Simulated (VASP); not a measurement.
# LaSc (Pm-3m) in VASP: notebook

LaSc is run at these levels: PBE; tasks: single point.

Everything below comes from runs of VASP 6.6.1. Logs are shortened: lines on timing, memory, paths and dates and some standing lists are left out, and cuts for length are marked.

### Step 1. The cell of the first run

The structure is cubic, space group Pm-3m (No. 221). Conventional cell: a = 3.826 Å, b = 3.826 Å, c = 3.826 Å, α = 90.00°, β = 90.00°, γ = 90.00°. La (site symmetry m-3m) has 8 Sc at 3.31 Å and 6 La at 3.83 Å within 4.4 Å. Within 4.4 Å of Sc (site symmetry m-3m) lie 8 La at 3.31 Å and 6 Sc at 3.83 Å.

### Step 2. Single point, PBE (volume scaled by 0.91)

Input file INCAR:

```
SYSTEM = LaSc
  PREC = Accurate
  ENCUT = 520
  EDIFF = 1E-6
  ISMEAR = 0
  SIGMA = 0.1
  LREAL = .False.
  LASPH = .True.
  NELM = 100
  ALGO = Fast
  ISIF = 2
  LWAVE = .False.
  LCHARG = .False.
  GGA = PE
  NBANDS = 18
```

Input file KPOINTS:

```
Automatic mesh
0
Gamma
  14 14 14
  0 0 0
```

Input file POSCAR:

```
LaSc
1.0
    3.8258581450      0.0000000000      0.0000000000
    0.0000000000      3.8258581450      0.0000000000
    0.0000000000      0.0000000000      3.8258581450
La Sc
1 1
Direct
    0.0000000000      0.0000000000      0.0000000000
    0.5000000000      0.5000000000      0.5000000000
```

Potentials or basis: VASP PAW PBE potentials, release 64 (La, Sc_sv).

The run is started by

```sh
> cat potpaw_PBE.64/La/POTCAR potpaw_PBE.64/Sc_sv/POTCAR > POTCAR
> mpirun -np 1 vasp_std > vasp.out
```

OUTCAR:

```text
SYSTEM = LaSc
   PREC = Accurate
   ENCUT = 520
   EDIFF = 1E-6
   ISMEAR = 0
   LREAL = .False.
   LASPH = .True.
   NELM = 100
   ISIF = 2
   GGA = PE

 ion  position               nearest neighbor table
   1  0.000  0.000  0.000-   2 3.31   2 3.31   2 3.31   2 3.31   2 3.31   2 3.31   2 3.31   2 3.31

   2  0.500  0.500  0.500-   1 3.31   1 3.31   1 3.31   1 3.31   1 3.31   1 3.31   1 3.31   1 3.31

  LATTYP: Found a simple cubic cell.
 ALAT       =     3.8258581450

  Lattice vectors:

 A1 = (   3.8258581450,   0.0000000000,   0.0000000000)
 A2 = (   0.0000000000,   3.8258581450,   0.0000000000)
 A3 = (   0.0000000000,   0.0000000000,   3.8258581450)

Analysis of symmetry for initial positions (statically):
=====================================================================
 Subroutine PRICEL returns:
 Original cell was already a primitive cell.

 Routine SETGRP: Setting up the symmetry group for a
 simple cubic supercell.

 Subroutine GETGRP returns: Found 48 space group operations
 (whereof 48 operations were pure point group operations)
 out of a pool of 48 trial point group operations.

The static configuration has the point symmetry O_h .

Analysis of symmetry for dynamics (positions and initial velocities):
=====================================================================
 Subroutine PRICEL returns:
 Original cell was already a primitive cell.

 Routine SETGRP: Setting up the symmetry group for a
 simple cubic supercell.

 Subroutine GETGRP returns: Found 48 space group operations
 (whereof 48 operations were pure point group operations)
 out of a pool of 48 trial point group operations.

The dynamic configuration has the point symmetry O_h .

 Subroutine INISYM returns: Found 48 space group operations
 (whereof 48 operations are pure point group operations),
 and found     1 'primitive' translations

----------------------------------------------------------------------------------------

                                     Primitive cell

  volume of cell :      55.9998

  direct lattice vectors                    reciprocal lattice vectors
     3.825858145  0.000000000  0.000000000     0.261379268  0.000000000  0.000000000
     0.000000000  3.825858145  0.000000000     0.000000000  0.261379268  0.000000000
     0.000000000  0.000000000  3.825858145     0.000000000  0.000000000  0.261379268

  length of vectors
     3.825858145  3.825858145  3.825858145     0.261379268  0.261379268  0.261379268

  position of ions in fractional coordinates (direct lattice)
     0.000000000  0.000000000  0.000000000
     0.500000000  0.500000000  0.500000000

  ion indices of the primitive-cell ions
   primitive index   ion index
                 1           1
                 2           2

----------------------------------------------------------------------------------------

 KPOINTS: Automatic mesh

Automatic generation of k-mesh.
 Grid dimensions read from file:
 generate k-points for:   14   14   14

 Generating k-lattice:

  Cartesian coordinates                     Fractional coordinates (reciprocal lattice)
     0.018669948  0.000000000  0.000000000     0.071428571  0.000000000  0.000000000
     0.000000000  0.018669948  0.000000000     0.000000000  0.071428571  0.000000000
     0.000000000  0.000000000  0.018669948     0.000000000  0.000000000  0.071428571

  Length of vectors
     0.018669948  0.018669948  0.018669948

  Shift w.r.t. Gamma in fractional coordinates (k-lattice)
     0.000000000  0.000000000  0.000000000

 Subroutine IBZKPT returns following result:
 ===========================================

 Found    120 irreducible k-points:

 Following reciprocal coordinates:
            Coordinates               Weight
  0.000000  0.000000  0.000000      1.000000
  0.071429  0.000000  0.000000      6.000000
  0.142857  0.000000  0.000000      6.000000
  0.214286  0.000000  0.000000      6.000000
  0.285714  0.000000  0.000000      6.000000
  0.357143  0.000000  0.000000      6.000000
[... 16 lines left out ...]
  0.285714  0.214286  0.000000     24.000000
  0.357143  0.214286  0.000000     24.000000
 [... further k-points ...]
   k-points           NKPTS =    120   k-points in BZ     NKDIM =    120   number of bands    NBANDS=     18
   number of dos      NEDOS =    301   number of ions     NIONS =      2
   total plane-waves  NPLWV =  21952
   dimension x,y,z NGX =    28 NGY =   28 NGZ =   28
   dimension x,y,z NGXF=    56 NGYF=   56 NGZF=   56
   ions per type =               1   1
   NGX,Y,Z   is equivalent  to a cutoff of  12.17, 12.17, 12.17 a.u.
   NGXF,Y,Z  is equivalent  to a cutoff of  24.33, 24.33, 24.33 a.u.
 SYSTEM =  LaSc
   PREC   = accura    normal or accurate (medium, high low for compatibility)
   ISTART =      0    job   : 0-new  1-cont  2-samecut
   ICHARG =      2    charge: 1-file 2-atom 10-const
   ISPIN  =      1    spin polarized calculation?
   LNONCOLLINEAR =      F non collinear calculations
   LSORBIT =      F    spin-orbit coupling
   LASPH  =      T    aspherical Exc in radial PAW
   ENCUT  =  520.0 eV  38.22 Ry    6.18 a.u.   7.11  7.11  7.11*2*pi/ulx,y,z
   NELM   =    100;   NELMIN=  2; NELMDL= -5     # of ELM steps
   EDIFF  = 0.1E-05   stopping-criterion for ELM
   LREAL  =      F    real-space projection
   EDIFFG = 0.1E-04   stopping-criterion for IOM
   NSW    =      0    number of steps for IOM
   IBRION =     -1    ionic relax: 0-MD 1-quasi-New 2-CG
   NFREE  =      0    steps in history (QN), initial steepest desc. (CG)
   ISIF   =      2    stress and relaxation
   ISYM   =      2    0-nonsym 1-usesym 2-fastsym
   POTIM  = 0.5000    time-step for ionic-motion
   TEBEG  =    0.0;   TEEND  =   0.0 temperature during run
   PSTRESS=    0.0 pullay stress
   NELECT =      22.0000    total number of electrons
   NUPDOWN=      -1.0000    fix difference up-down
   EMIN   =  10.00;   EMAX   =-10.00  energy-range for DOS
   EFERMI =   0.00;   METHOD = LEGACY
   ISMEAR =     0;   SIGMA  =   0.10  broadening in eV -4-tet -1-fermi 0-gaus
   EFERMI_NEDOS =   21; number of points for ismear=-14 and -15
   IALGO  =     68    algorithm
   IMIX   =      4    mixing-type and parameters
     AMIX     =   0.40;   BMIX     =  1.00
     AMIX_MAG =   1.60;   BMIX_MAG =  1.00
  volume/ion in A,a.u.               =      28.00       188.95
  Fermi-wavevector in a.u.,A,eV,Ry     =   1.199003  2.265787 19.559840  1.437608
  Thomas-Fermi vector in A             =   2.334877
   LORBIT       =      0    0 simple, 1 ext, 2 COOP (PROOUT), +10 PAW based schemes
   GGA     = PE    functional components
   LHFCALC =     F    Hartree Fock is set to
   AEXX    =    0.0000 exact exchange contribution
   IVDW    =     0    specifies the selected vdW correction
   LEPSILON=     F    determine dielectric tensor
   LRPA    =     F    only Hartree local field effects (RPA)
 non-spin polarized calculation
 RMM-DIIS sequential band-by-band and
 Gauss-broadening in eV      SIGMA  =   0.10
  energy-cutoff  :      520.00
  volume of cell :       56.00
 maximum number of plane-waves:      1523
   NGX = 15   NGY = 15   NGZ = 15

 number of electron      21.9999999 magnetization

 Free energy of the ion-electron system (eV)
  ---------------------------------------------------
  ext. energy  EPLUGINS =         0.00000000
  ---------------------------------------------------
  free energy    TOTEN  =       -10.94969992 eV

  energy without entropy =      -10.93711163  energy(sigma->0) =      -10.94340577

 E-fermi :   7.0036     XC(G=0): -10.1015

 val. band max:        6.9965728266   @ k =   0.5000   0.4286   0.0714
 cond. band min:       7.0042005980   @ k =   0.3571   0.3571   0.1429
 fundamental gap:      0.0076277714
 Fermi energy:         7.0035944167

 k-point     1 :       0.0000    0.0000    0.0000
  band No.  band energies     occupation
      1     -42.5744      2.00000
      2     -25.2837      2.00000
      3     -21.2058      2.00000
      4     -21.2058      2.00000
      5     -21.2058      2.00000
      6      -8.7919      2.00000
[... 10 lines left out ...]
     17       9.4552      0.00000
     18       9.5226      0.00000

 k-point     2 :       0.0714    0.0000    0.0000
  band No.  band energies     occupation
      1     -42.5743      2.00000
      2     -25.2815      2.00000
      3     -21.2070      2.00000
      4     -21.2054      2.00000
      5     -21.2054      2.00000
      6      -8.8315      2.00000
[... 10 lines left out ...]
     17       9.4459      0.00000
     18       9.4732      0.00000

 k-point     3 :       0.1429    0.0000    0.0000
  band No.  band energies     occupation
      1     -42.5739      2.00000
      2     -25.2755      2.00000
      3     -21.2103      2.00000
      4     -21.2046      2.00000
      5     -21.2046      2.00000
      6      -8.9405      2.00000
[... 10 lines left out ...]
     17       9.4280      0.00000
     18       9.5561      0.00000

 k-point     4 :       0.2143    0.0000    0.0000
  band No.  band energies     occupation
      1     -42.5733      2.00000
      2     -25.2668      2.00000
      3     -21.2152      2.00000
      4     -21.2033      2.00000
      5     -21.2033      2.00000
      6      -9.0927      2.00000
[... 10 lines left out ...]
     17       9.3875      0.00000
     18       9.4104      0.00000

 k-point     5 :       0.2857    0.0000    0.0000
  band No.  band energies     occupation
      1     -42.5727      2.00000
      2     -25.2571      2.00000
      3     -21.2205      2.00000
      4     -21.2020      2.00000
      5     -21.2020      2.00000
      6      -9.2551      2.00000
[... 10 lines left out ...]
     17       9.3062      0.00000
     18       9.3067      0.00000

 k-point     6 :       0.3571    0.0000    0.0000
  band No.  band energies     occupation
      1     -42.5722      2.00000
      2     -25.2484      2.00000
      3     -21.2253      2.00000
      4     -21.2007      2.00000
      5     -21.2007      2.00000
      6      -9.3960      2.00000
[... 10 lines left out ...]
     17       9.1681      0.00000
     18       9.1690      0.00000

 k-point     7 :       0.4286    0.0000    0.0000
  band No.  band energies     occupation
      1     -42.5718      2.00000
      2     -25.2423      2.00000
      3     -21.2285      2.00000
      4     -21.1999      2.00000
      5     -21.1999      2.00000
      6      -9.4908      2.00000
[... 10 lines left out ...]
     17       9.0083      0.00000
     18       9.7423      0.00000

 k-point     8 :       0.5000    0.0000    0.0000
  band No.  band energies     occupation
      1     -42.5716      2.00000
      2     -25.2401      2.00000
      3     -21.2296      2.00000
      4     -21.1996      2.00000
      5     -21.1996      2.00000
      6      -9.5242      2.00000
[... 10 lines left out ...]
     17       8.9966      0.00000
     18       9.7042      0.00000
[... 229 lines left out ...]
     17       9.3160      0.00000
     18       9.5226      0.00000

 k-point    20 :       0.4286    0.1429    0.0000
  band No.  band energies     occupation
      1     -42.5713      2.00000
      2     -25.2305      2.00000
      3     -21.2321      2.00000
      4     -21.2089      2.00000
      5     -21.1990      2.00000
      6      -9.4632      2.00000
[... 10 lines left out ...]
     17       9.2825      0.00000
     18       9.6342      0.00000

 k-point    21 :       0.5000    0.1429    0.0000
  band No.  band energies     occupation
      1     -42.5711      2.00000
      2     -25.2281      2.00000
      3     -21.2333      2.00000
      4     -21.2090      2.00000
      5     -21.1988      2.00000
      6      -9.4955      2.00000
[... 10 lines left out ...]
     17       9.2763      0.00000
     18       9.7316      0.00000

 k-point    22 :       0.2143    0.2143    0.0000
  band No.  band energies     occupation
      1     -42.5723      2.00000
      2     -25.2469      2.00000
      3     -21.2228      2.00000
      4     -21.2106      2.00000
      5     -21.2012      2.00000
      6      -9.0857      2.00000
[... 10 lines left out ...]
     17       9.4006      0.00000
     18       9.5905      0.00000

 k-point    23 :       0.2857    0.2143    0.0000
  band No.  band energies     occupation
      1     -42.5717      2.00000
      2     -25.2354      2.00000
      3     -21.2279      2.00000
      4     -21.2139      2.00000
      5     -21.2000      2.00000
      6      -9.2148      2.00000
[... 10 lines left out ...]
     17       9.3906      0.00000
     18       9.6765      0.00000

 k-point    24 :       0.3571    0.2143    0.0000
  band No.  band energies     occupation
      1     -42.5711      2.00000
      2     -25.2250      2.00000
      3     -21.2327      2.00000
      4     -21.2166      2.00000
      5     -21.1989      2.00000
      6      -9.3450      2.00000
[... 10 lines left out ...]
     17       9.3753      0.00000
     18       9.6608      0.00000

 [... further k-points ...]

------------------------ aborting loop because EDIFF is reached ----------------------------------------

  FORCE on cell =-STRESS in cart. coord.  units (eV):
  Direction    XX          YY          ZZ          XY          YZ          ZX
  --------------------------------------------------------------------------------------
  -------------------------------------------------------------------------------------
  Total        1.4084744      1.4084744      1.4084744     -0.0000000      0.0000000     -0.0000000
  in kB       40.2970213     40.2970213     40.2970213     -0.0000000      0.0000000     -0.0000000
  external PRESSURE =      40.2970213 kB  Pullay stress =       0.0000000 kB

 VOLUME and BASIS-vectors are now :
 -----------------------------------------------------------------------------
  energy-cutoff  :      520.00
  volume of cell :       56.00
      direct lattice vectors                 reciprocal lattice vectors
     3.825858145  0.000000000  0.000000000     0.261379268  0.000000000  0.000000000
     0.000000000  3.825858145  0.000000000     0.000000000  0.261379268  0.000000000
     0.000000000  0.000000000  3.825858145     0.000000000  0.000000000  0.261379268

 POSITION                                       TOTAL-FORCE (eV/Angst)
 -----------------------------------------------------------------------------------
      0.00000      0.00000      0.00000         0.000000      0.000000      0.000000
      1.91293      1.91293      1.91293         0.000000      0.000000      0.000000
 -----------------------------------------------------------------------------------
    total drift:                                0.000000      0.000000      0.000000

  FREE ENERGIE OF THE ION-ELECTRON SYSTEM (eV)
  ---------------------------------------------------
  free  energy   TOTEN  =       -10.9496999155 eV

  energy  without entropy=      -10.9371116277  energy(sigma->0) =      -10.94340577
```

It took 1.7 min on 1 thread of Intel Xeon 6975P-C (Granite Rapids), shared host; peak memory 0.28 GiB.

Results:

```
Free energy            : -10.9497 eV
Pressure               : 4.0 GPa
Band gap on the k mesh : zero (band 11 reaches 7.39 eV, above the bottom of band 12 at 6.62 eV)
```

Caveat: spin-orbit coupling is left out, which moves the levels of the heavy elements.

### Step 3. Single point, PBE (volume scaled by 0.94)

Input file INCAR:

```
PREC = Accurate
ENCUT = 520
EDIFF = 1E-7
ISMEAR = 0
SIGMA = 0.1
LREAL = False
LASPH = True
NELM = 60
ALGO = Fast
ISIF = 2
LWAVE = False
LCHARG = True
GGA = PE
LELF = True
LVHAR = True
NBANDS = 18
```

Input file KPOINTS:

```
Automatic mesh
0
Gamma
  14 14 14
```

Input file POSCAR:

```
LaSc
1.0
    3.8674468179      0.0000000000      0.0000000000
    0.0000000000      3.8674468179      0.0000000000
    0.0000000000      0.0000000000      3.8674468179
La Sc
1 1
Direct
    0.0000000000      0.0000000000      0.0000000000
    0.5000000000      0.5000000000      0.5000000000
```

Potentials or basis: VASP PAW PBE potentials, release 64 (La, Sc_sv).

The run is started by

```sh
> cat potpaw_PBE.64/La/POTCAR potpaw_PBE.64/Sc_sv/POTCAR > POTCAR
> mpirun -np 1 vasp_std > vasp.out
```

Run time: 3 min. Hardware: 1 thread of Intel Xeon 6975P-C (Granite Rapids), shared host; peak memory 0.3 GiB.

It converged, with:

- Free energy: -10.9879 eV
- Pressure: 2.5 GPa
- Band gap on the k mesh: zero (band 11 reaches 7.12 eV, above the bottom of band 12 at 6.32 eV)

Levels at points of the mesh, in eV from the Fermi level:
| k point | band 9 | band 10 | band 11 | band 12 | band 13 | band 14 |
| --- | --- | --- | --- | --- | --- | --- |
| (0.00, 0.00, 0.00) | -4.06 | -1.71 | -1.71 | 2.29 | 2.33 | 2.33 |
| (0.50, 0.00, 0.00) | -1.68 | -0.88 | -0.09 | 0.23 | 1.23 | 1.23 |
| (0.50, 0.50, 0.00) | -2.52 | -1.29 | 0.05 | 0.05 | 1.54 | 1.54 |
| (0.50, 0.50, 0.50) | -0.97 | -0.97 | -0.97 | 1.76 | 2.36 | 2.37 |

Caveat: spin-orbit coupling is left out, which moves the levels of the heavy elements.

### Step 4. Single point, PBE (volume scaled by 0.97)

Input file INCAR:

```
ALGO = Fast
EDIFF = 1E-6
ENCUT = 520
GGA = PE
ISIF = 2
ISMEAR = 0
LASPH = T
LCHARG = F
LREAL = F
LWAVE = F
NBANDS = 18
NELM = 80
PREC = Accurate
SIGMA = 0.1
```

Input file KPOINTS:

```
k-points
0
Gamma
  14 14 14
```

Input file POSCAR:

```
LaSc
1.0
    3.9081597763      0.0000000000      0.0000000000
    0.0000000000      3.9081597763      0.0000000000
    0.0000000000      0.0000000000      3.9081597763
La Sc
1 1
Direct
    0.0000000000      0.0000000000      0.0000000000
    0.5000000000      0.5000000000      0.5000000000
```

The run is started by

```sh
> cat potpaw_PBE.64/La/POTCAR potpaw_PBE.64/Sc_sv/POTCAR > POTCAR
> mpirun -np 1 vasp_std > vasp.out
```

Wall time 4 min (1 thread of Intel Xeon 6975P-C (Granite Rapids), shared host); peak memory 0.3 GiB.

The run converged. Its results:

```yaml
Free_energy: -11.0099 eV
Pressure: 1.2 GPa
Band_gap_on_the_k_mesh: zero (band 11 reaches 6.87 eV, above the bottom of band 12 at 6.09 eV)
```

Levels at points of the mesh, in eV from the Fermi level:
| k point | band 9 | band 10 | band 11 | band 12 | band 13 | band 14 |
| --- | --- | --- | --- | --- | --- | --- |
| (0.00, 0.00, 0.00) | -4.06 | -1.63 | -1.63 | 2.26 | 2.26 | 2.26 |
| (0.50, 0.00, 0.00) | -1.70 | -0.98 | -0.06 | 0.26 | 1.19 | 1.19 |
| (0.50, 0.50, 0.00) | -2.45 | -1.26 | 0.07 | 0.07 | 1.46 | 1.46 |
| (0.50, 0.50, 0.50) | -0.94 | -0.94 | -0.94 | 1.70 | 2.30 | 2.30 |

Caveat: spin-orbit coupling is left out, which moves the levels of the heavy elements.

### Step 5. Overview

```csv
cell,further INCAR settings,gap on the mesh (eV),pressure (GPa)
"a = 3.826 Å, 2 atoms",ALGO = Fast; EDIFF = 1e-06; NBANDS = 18,none,4.0
"a = 3.867 Å, 2 atoms",ALGO = Fast; EDIFF = 1e-07; NBANDS = 18,none,2.5
"a = 3.908 Å, 2 atoms",ALGO = Fast; EDIFF = 1e-06; NBANDS = 18,none,1.2
```

Alike in all rows: task single point; level PBE; potentials or basis VASP PAW PBE potentials, release 64 (La, Sc_sv); no spin polarisation; k mesh 14 × 14 × 14; cutoff (eV) 520; smearing gaussian 0.1 eV.

Caveats: spin-orbit coupling is left out, which moves the levels of the heavy elements.

Total energies depend on the potentials used, so only differences within one code and one set of settings carry meaning.
